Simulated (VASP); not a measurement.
# Nb (P6_3/mmc) in VASP: a series of runs, part 2 of 2

VASP 6.6.1. The steps go on from the part before.

### 4 Single point, PBEsol (18.04 Å³/atom)

This run uses another cell than the first one, of 18.04 Å³/atom.

Input file INCAR:

```
SYSTEM = Nb
ALGO     = Normal         ! electronic algorithm
EDIFF    = 1E-7           ! SCF threshold, eV
ENCUT    = 520            ! plane-wave cutoff, eV
GGA      = PS             ! functional
ISIF     = 2              ! what is computed and relaxed
ISMEAR   = -1             ! smearing method
LASPH    = .TRUE.         ! aspherical terms in the spheres
LCHARG   = .FALSE.        ! write CHGCAR
LREAL    = .FALSE.        ! projectors in reciprocal space
LWAVE    = .FALSE.        ! write WAVECAR
NBANDS   = 34             ! bands
NELM     = 100            ! most SCF steps
PREC     = Accurate       ! precision mode
SIGMA    = 0.1            ! smearing width, eV
```

Input file KPOINTS:

```
k-points
0
G
  14 14 4
  0 0 0
```

Input file POSCAR:

```
Nb
1.0
    2.8294556228      0.0000000000      0.0000000000
   -1.4147278114      2.4503804482      0.0000000000
    0.0000000000      0.0000000000     10.4087961945
Nb
4
Direct
    0.0000000000      1.0000000000      1.0000000000
    0.0000000000      1.0000000000      0.5000000000
    0.3333333333      0.6666666667      0.2500000000
    0.6666666667      0.3333333333      0.7500000000
```

Potentials or basis: VASP PAW PBE potentials, release 64 (Nb_sv).

Run with:

```
$ cat potpaw_PBE.64/Nb_sv/POTCAR > POTCAR
$ mpirun -np 1 vasp_std > vasp.out
```

OUTCAR:

```text
SYSTEM = Nb
   EDIFF = 1E-7
   ENCUT = 520
   GGA = PS
   ISIF = 2
   ISMEAR = -1
   LASPH = .TRUE.
   LREAL = .FALSE.
   NELM = 100
   PREC = Accurate

 ion  position               nearest neighbor table
   1  0.000  0.000  0.000-
   2  0.000  0.000  0.500-
   3  0.333  0.667  0.250-
   4  0.667  0.333  0.750-

  LATTYP: Found a hexagonal cell.
 ALAT       =     2.8294556228
 C/A-ratio  =     3.6787274947

  Lattice vectors:

 A1 = (   2.8294556228,   0.0000000000,   0.0000000000)
 A2 = (  -1.4147278114,   2.4503804482,   0.0000000000)
 A3 = (   0.0000000000,   0.0000000000,  10.4087961945)

Analysis of symmetry for initial positions (statically):
=====================================================================
 Subroutine PRICEL returns:
 Original cell was already a primitive cell.

 Routine SETGRP: Setting up the symmetry group for a
 hexagonal supercell.

[... 166 lines left out ...]
  ext. energy  EPLUGINS =         0.00000000
  ---------------------------------------------------
  free energy    TOTEN  =       -42.68211482 eV

  energy without entropy =      -42.51085374  energy(sigma->0) =      -42.59648428

 E-fermi :  11.3555     XC(G=0): -12.6042

 val. band max:       11.3543660945   @ k =   0.1429   0.0000   0.2500
 cond. band min:      11.3557485702   @ k =   0.3571   0.1429   0.2500
 fundamental gap:      0.0013824757
 Fermi energy:        11.3554810874

 k-point     1 :       0.0000    0.0000    0.0000
  band No.  band energies     occupation
      1     -43.2420      2.00000
      2     -43.1835      2.00000
      3     -43.1601      2.00000
      4     -43.1005      2.00000
      5     -19.7912      2.00000
      6     -19.3048      2.00000
[... 877 lines left out ...]
     33      14.7162      0.00000
     34      15.2460      0.00000

 [... further k-points ...]

------------------------ aborting loop because EDIFF is reached ----------------------------------------

  FORCE on cell =-STRESS in cart. coord.  units (eV):
  Direction    XX          YY          ZZ          XY          YZ          ZX
  --------------------------------------------------------------------------------------
  -------------------------------------------------------------------------------------
  Total       -0.0198577     -0.0198577     -0.2003576      0.0000000     -0.0000000      0.0000000
  in kB       -0.4408609     -0.4408609     -4.4481512      0.0000000     -0.0000000      0.0000000
  external PRESSURE =      -1.7766243 kB  Pullay stress =       0.0000000 kB

 VOLUME and BASIS-vectors are now :
 -----------------------------------------------------------------------------
  energy-cutoff  :      520.00
  volume of cell :       72.17
      direct lattice vectors                 reciprocal lattice vectors
     2.829455623  0.000000000  0.000000000     0.353424875  0.204049947  0.000000000
    -1.414727811  2.450380448  0.000000000     0.000000000  0.408099894  0.000000000
     0.000000000  0.000000000 10.408796195     0.000000000  0.000000000  0.096072589

 POSITION                                       TOTAL-FORCE (eV/Angst)
 -----------------------------------------------------------------------------------
      0.00000      0.00000      0.00000         0.000000      0.000000      0.000000
      0.00000      0.00000      5.20440         0.000000      0.000000      0.000000
     -0.00000      1.63359      2.60220        -0.000000     -0.000000      0.000000
      1.41473      0.81679      7.80660         0.000000      0.000000     -0.000000
 -----------------------------------------------------------------------------------
    total drift:                               -0.000000      0.000000     -0.000000

  FREE ENERGIE OF THE ION-ELECTRON SYSTEM (eV)
  ---------------------------------------------------
  free  energy   TOTEN  =       -42.6821148152 eV

  energy  without entropy=      -42.5108537354  energy(sigma->0) =      -42.59648428
```

stdout:

```text
POSCAR found type information on POSCAR Nb
 POSCAR found :  1 types and       4 ions
 scaLAPACK will be used
 -----------------------------------------------------------------------------
|                                                                             |
|                                                                             |
|     You enforced a specific xc type in the INCAR file but a different       |
|     I HOPE YOU KNOW WHAT YOU ARE DOING!                                     |
|                                                                             |
 -----------------------------------------------------------------------------

 LDA part: xc-table for (Slater+PW92), standard interpolation
 POSCAR, INCAR and KPOINTS ok, starting setup
 FFT: planning ... GRIDC
 FFT: planning ... GRID_SOFT
 FFT: planning ... GRID
 WAVECAR not read
 entering main loop
```

Wall time 85 s (1 thread of Intel Xeon 6975P-C (Granite Rapids), shared host); peak memory 0.28 GiB.

Results:

| Property | Result |
| --- | --- |
| Free energy | -42.6821 eV |
| Pressure | -0.2 GPa |
| Band gap on the k mesh | zero (bands 26 and 27 overlap by 1.61 eV) |

Stress tensor (GPa, compression positive):
```
-0.04  0.00  0.00
 0.00 -0.04  0.00
 0.00  0.00 -0.44
```

Caveat: the PAW data sets were made with another functional, which shifts forces and pressure a little.

### 5 Single point, PBEsol (18.76 Å³/atom)

This run uses another cell than the first one, of 18.76 Å³/atom.

Input file INCAR:

```
SYSTEM = Nb
PREC = Accurate
ENCUT = 520
EDIFF = 1E-6
ISMEAR = -1
SIGMA = 0.1
LREAL = .False.
LASPH = .True.
NELM = 100
ALGO = Normal
ISIF = 2
LWAVE = .False.
LCHARG = .True.
GGA = PS
LELF = .True.
LVHAR = .True.
NBANDS = 34
```

Input file KPOINTS:

```
regular mesh
0
Gamma
  14 14 4
  0 0 0
```

Input file POSCAR:

```
Nb
1.0
    2.8666895719      0.0000000000      0.0000000000
   -1.4333447860      2.4826259941      0.0000000000
    0.0000000000      0.0000000000     10.5457697469
Nb
4
Direct
    0.0000000000      1.0000000000      1.0000000000
    0.0000000000      1.0000000000      0.5000000000
    0.3333333333      0.6666666667      0.2500000000
    0.6666666667      0.3333333333      0.7500000000
```

Potentials or basis: VASP PAW PBE potentials, release 64 (Nb_sv).

Run with:

```
$ cat potpaw_PBE.64/Nb_sv/POTCAR > POTCAR
$ mpirun -np 1 vasp_std > vasp.out
```

OUTCAR:

```text
SYSTEM = Nb
   PREC = Accurate
   ENCUT = 520
   EDIFF = 1E-6
   ISMEAR = -1
   LREAL = .False.
   LASPH = .True.
   NELM = 100
   ISIF = 2
   GGA = PS

 ion  position               nearest neighbor table
   1  0.000  0.000  0.000-
   2  0.000  0.000  0.500-
   3  0.333  0.667  0.250-
   4  0.667  0.333  0.750-

  LATTYP: Found a hexagonal cell.
 ALAT       =     2.8666895719
 C/A-ratio  =     3.6787274947

  Lattice vectors:

 A1 = (   2.8666895719,   0.0000000000,   0.0000000000)
 A2 = (  -1.4333447860,   2.4826259941,   0.0000000000)
 A3 = (   0.0000000000,   0.0000000000,  10.5457697469)

Analysis of symmetry for initial positions (statically):
=====================================================================
 Subroutine PRICEL returns:
 Original cell was already a primitive cell.

 Routine SETGRP: Setting up the symmetry group for a
 hexagonal supercell.

 Subroutine GETGRP returns: Found 24 space group operations
 (whereof 12 operations were pure point group operations)
 out of a pool of 24 trial point group operations.

The static configuration has the point symmetry D_3d.
 The point group associated with its full space group is D_6h.

Analysis of symmetry for dynamics (positions and initial velocities):
=====================================================================
 Subroutine PRICEL returns:
 Original cell was already a primitive cell.

 Routine SETGRP: Setting up the symmetry group for a
 hexagonal supercell.

 Subroutine GETGRP returns: Found 24 space group operations
 (whereof 12 operations were pure point group operations)
 out of a pool of 24 trial point group operations.

The dynamic configuration has the point symmetry D_3d.
 The point group associated with its full space group is D_6h.

 Subroutine INISYM returns: Found 24 space group operations
 (whereof 12 operations are pure point group operations),
 and found     1 'primitive' translations

----------------------------------------------------------------------------------------

                                     Primitive cell

  volume of cell :      75.0534

  direct lattice vectors                    reciprocal lattice vectors
     2.866689572  0.000000000  0.000000000     0.348834422  0.201399647  0.000000000
    -1.433344786  2.482625994  0.000000000     0.000000000  0.402799295  0.000000000
     0.000000000  0.000000000 10.545769747     0.000000000  0.000000000  0.094824752

  length of vectors
     2.866689572  2.866689572 10.545769747     0.402799295  0.402799295  0.094824752

  position of ions in fractional coordinates (direct lattice)
     0.000000000  0.000000000  0.000000000
     0.000000000  0.000000000  0.500000000
     0.333333333  0.666666667  0.250000000
     0.666666667  0.333333333  0.750000000

  ion indices of the primitive-cell ions
   primitive index   ion index
                 1           1
                 2           2
                 3           3
                 4           4

----------------------------------------------------------------------------------------

 KPOINTS: regular mesh

Automatic generation of k-mesh.
 Grid dimensions read from file:
 generate k-points for:   14   14    4

 Generating k-lattice:

  Cartesian coordinates                     Fractional coordinates (reciprocal lattice)
     0.024916744  0.014385689  0.000000000     0.071428571  0.000000000  0.000000000
     0.000000000  0.028771378  0.000000000     0.000000000  0.071428571  0.000000000
     0.000000000  0.000000000  0.023706188     0.000000000  0.000000000  0.250000000

  Length of vectors
     0.028771378  0.028771378  0.023706188

  Shift w.r.t. Gamma in fractional coordinates (k-lattice)
     0.000000000  0.000000000  0.000000000

 Subroutine IBZKPT returns following result:
 ===========================================

 Found     72 irreducible k-points:

 Following reciprocal coordinates:
            Coordinates               Weight
  0.000000  0.000000  0.000000      1.000000
  0.071429  0.000000  0.000000      6.000000
  0.142857  0.000000  0.000000      6.000000
  0.214286 -0.000000  0.000000      6.000000
  0.285714  0.000000  0.000000      6.000000
  0.357143  0.000000  0.000000      6.000000
[... 16 lines left out ...]
  0.285714  0.285714  0.000000      6.000000
  0.357143  0.285714  0.000000      6.000000
 [... further k-points ...]
   k-points           NKPTS =     72   k-points in BZ     NKDIM =     72   number of bands    NBANDS=     34
   number of dos      NEDOS =    301   number of ions     NIONS =      4
   total plane-waves  NPLWV =  46080
   dimension x,y,z NGX =    24 NGY =   24 NGZ =   80
   dimension x,y,z NGXF=    48 NGYF=   48 NGZF=  160
   ions per type =               4
   NGX,Y,Z   is equivalent  to a cutoff of  13.92, 13.92, 12.61 a.u.
   NGXF,Y,Z  is equivalent  to a cutoff of  27.84, 27.84, 25.22 a.u.
 SYSTEM =  Nb
   PREC   = accura    normal or accurate (medium, high low for compatibility)
   ISTART =      0    job   : 0-new  1-cont  2-samecut
   ICHARG =      2    charge: 1-file 2-atom 10-const
   ISPIN  =      1    spin polarized calculation?
   LNONCOLLINEAR =      F non collinear calculations
   LSORBIT =      F    spin-orbit coupling
   LASPH  =      T    aspherical Exc in radial PAW
   ENCUT  =  520.0 eV  38.22 Ry    6.18 a.u.   5.33  5.33 19.61*2*pi/ulx,y,z
   NELM   =    100;   NELMIN=  2; NELMDL= -5     # of ELM steps
   EDIFF  = 0.1E-05   stopping-criterion for ELM
   LREAL  =      F    real-space projection
[... 7 lines left out ...]
   TEBEG  =    0.0;   TEEND  =   0.0 temperature during run
   PSTRESS=    0.0 pullay stress
   NELECT =      52.0000    total number of electrons
   NUPDOWN=      -1.0000    fix difference up-down
   EMIN   =  10.00;   EMAX   =-10.00  energy-range for DOS
   EFERMI =   0.00;   METHOD = LEGACY
   ISMEAR =    -1;   SIGMA  =   0.10  broadening in eV -4-tet -1-fermi 0-gaus
   EFERMI_NEDOS =   21; number of points for ismear=-14 and -15
   IALGO  =     38    algorithm
   IMIX   =      4    mixing-type and parameters
     AMIX     =   0.40;   BMIX     =  1.00
     AMIX_MAG =   1.60;   BMIX_MAG =  1.00
  volume/ion in A,a.u.               =      18.76       126.62
  Fermi-wavevector in a.u.,A,eV,Ry     =   1.448614  2.737483 28.551568  2.098481
  Thomas-Fermi vector in A             =   2.566434
   LORBIT       =      0    0 simple, 1 ext, 2 COOP (PROOUT), +10 PAW based schemes
   GGA     = PS    functional components
   LHFCALC =     F    Hartree Fock is set to
   AEXX    =    0.0000 exact exchange contribution
   IVDW    =     0    specifies the selected vdW correction
   LEPSILON=     F    determine dielectric tensor
   LRPA    =     F    only Hartree local field effects (RPA)
 non-spin polarized calculation
  energy-cutoff  :      520.00
  volume of cell :       75.05
 maximum number of plane-waves:      2055
 NGX is ok and might be reduce to    24
   NGX = 11   NGY = 11   NGZ = 39

 number of electron      52.0000003 magnetization

 Free energy of the ion-electron system (eV)
  ---------------------------------------------------
  ext. energy  EPLUGINS =         0.00000000
  ---------------------------------------------------
  free energy    TOTEN  =       -42.62258863 eV

  energy without entropy =      -42.44443961  energy(sigma->0) =      -42.53351412

 E-fermi :  10.8064     XC(G=0): -12.4023

 val. band max:       10.7968353046   @ k =   0.3571   0.2857   0.0000
 cond. band min:      10.8098806352   @ k =   0.3571   0.1429   0.2500
 fundamental gap:      0.0130453306
 Fermi energy:        10.8064190945

 k-point     1 :       0.0000    0.0000    0.0000
  band No.  band energies     occupation
      1     -43.8299      2.00000
      2     -43.7821      2.00000
      3     -43.7582      2.00000
      4     -43.7096      2.00000
      5     -20.3155      2.00000
      6     -19.8892      2.00000
[... 26 lines left out ...]
     33      13.5844      0.00000
     34      13.6023      0.00000
[... 820 lines left out ...]
      4     -43.5274      2.00000
      5     -20.2203      2.00000
      6     -20.2015      2.00000
[... 26 lines left out ...]
     33      14.0278      0.00000
     34      14.6567      0.00000

 [... further k-points ...]

------------------------ aborting loop because EDIFF is reached ----------------------------------------

  FORCE on cell =-STRESS in cart. coord.  units (eV):
  Direction    XX          YY          ZZ          XY          YZ          ZX
  --------------------------------------------------------------------------------------
  -------------------------------------------------------------------------------------
  Total       -3.0565257     -3.0565257     -3.0025316      0.0000000      0.0000000     -0.0000000
  in kB      -65.2481767    -65.2481767    -64.0955550      0.0000000      0.0000000     -0.0000000
  external PRESSURE =     -64.8639695 kB  Pullay stress =       0.0000000 kB

 VOLUME and BASIS-vectors are now :
 -----------------------------------------------------------------------------
  energy-cutoff  :      520.00
  volume of cell :       75.05
      direct lattice vectors                 reciprocal lattice vectors
     2.866689572  0.000000000  0.000000000     0.348834422  0.201399647  0.000000000
    -1.433344786  2.482625994  0.000000000     0.000000000  0.402799295  0.000000000
     0.000000000  0.000000000 10.545769747     0.000000000  0.000000000  0.094824752

 POSITION                                       TOTAL-FORCE (eV/Angst)
 -----------------------------------------------------------------------------------
      0.00000      0.00000      0.00000         0.000000      0.000000     -0.000000
      0.00000      0.00000      5.27288         0.000000      0.000000     -0.000000
     -0.00000      1.65508      2.63644        -0.000000      0.000000     -0.000000
      1.43334      0.82754      7.90933        -0.000000      0.000000      0.000000
 -----------------------------------------------------------------------------------
    total drift:                               -0.000000      0.000000     -0.000000

  FREE ENERGIE OF THE ION-ELECTRON SYSTEM (eV)
  ---------------------------------------------------
  free  energy   TOTEN  =       -42.6225886287 eV

  energy  without entropy=      -42.4444396076  energy(sigma->0) =      -42.53351412
```

stdout:

```text
POSCAR found type information on POSCAR Nb
 POSCAR found :  1 types and       4 ions
 scaLAPACK will be used
 -----------------------------------------------------------------------------
|                                                                             |
|                                                                             |
|     You enforced a specific xc type in the INCAR file but a different       |
|     I HOPE YOU KNOW WHAT YOU ARE DOING!                                     |
|                                                                             |
 -----------------------------------------------------------------------------

 LDA part: xc-table for (Slater+PW92), standard interpolation
 POSCAR, INCAR and KPOINTS ok, starting setup
 FFT: planning ... GRIDC
 FFT: planning ... GRID_SOFT
 FFT: planning ... GRID
 WAVECAR not read
 entering main loop
```

Wall time 81 s (1 thread of Intel Xeon 6975P-C (Granite Rapids), shared host); peak memory 0.28 GiB.

What came out:

- Free energy: -42.6226 eV
- Pressure: -6.5 GPa
- Band gap on the k mesh: zero (bands 26 and 27 overlap by 1.46 eV)

Stress tensor (GPa, compression positive):
```
-6.52  0.00  0.00
 0.00 -6.52  0.00
 0.00  0.00 -6.41
```

Levels at points of the mesh, in eV from the Fermi level:
| k point | band 22 | band 23 | band 24 | band 25 | band 26 | band 27 | band 28 | band 29 | band 30 | band 31 |
| --- | --- | --- | --- | --- | --- | --- | --- | --- | --- | --- |
| (0.00, 0.00, 0.00) | -1.24 | -0.98 | 0.29 | 0.29 | 0.40 | 0.40 | 0.40 | 0.57 | 0.57 | 0.70 |
| (0.50, 0.00, 0.00) | -2.27 | -2.16 | -1.23 | 0.06 | 0.36 | 0.80 | 2.23 | 2.25 | 2.34 | 3.04 |
| (0.00, 0.00, 0.50) | -1.15 | -0.43 | -0.43 | 0.36 | 0.36 | 0.36 | 0.36 | 0.61 | 0.61 | 0.61 |
| (0.50, 0.00, 0.50) | -3.03 | -1.38 | -1.38 | 0.96 | 0.96 | 1.18 | 1.18 | 1.47 | 1.47 | 3.63 |

Caveat: the cell stands under tension; the PAW data sets were made with another functional, which shifts forces and pressure a little.

### 6 The runs side by side

```csv
cell,gap on the mesh (eV),pressure (GPa)
"a = 2.752, b = 2.752, c = 10.123 Å, angles 90.0, 90.0, 120.0°, 4 atoms",none,16.6
"a = 2.791, b = 2.791, c = 10.268 Å, angles 90.0, 90.0, 120.0°, 4 atoms",none,7.4
"a = 2.829, b = 2.829, c = 10.409 Å, angles 90.0, 90.0, 120.0°, 4 atoms",none,-0.2
"a = 2.867, b = 2.867, c = 10.546 Å, angles 90.0, 90.0, 120.0°, 4 atoms",none,-6.5
```

Alike in all rows: task single point; level PBEsol; potentials or basis VASP PAW PBE potentials, release 64 (Nb_sv); no spin polarisation; k mesh 14 × 14 × 4; cutoff (eV) 520; smearing fermi-dirac 0.1 eV.

Caveats: the PAW data sets were made with another functional, which shifts forces and pressure a little; the cell stands under pressure (at least some runs); the cell stands under tension (at least some runs).

Total energies depend on the potentials used, so only differences within one code and one set of settings carry meaning.
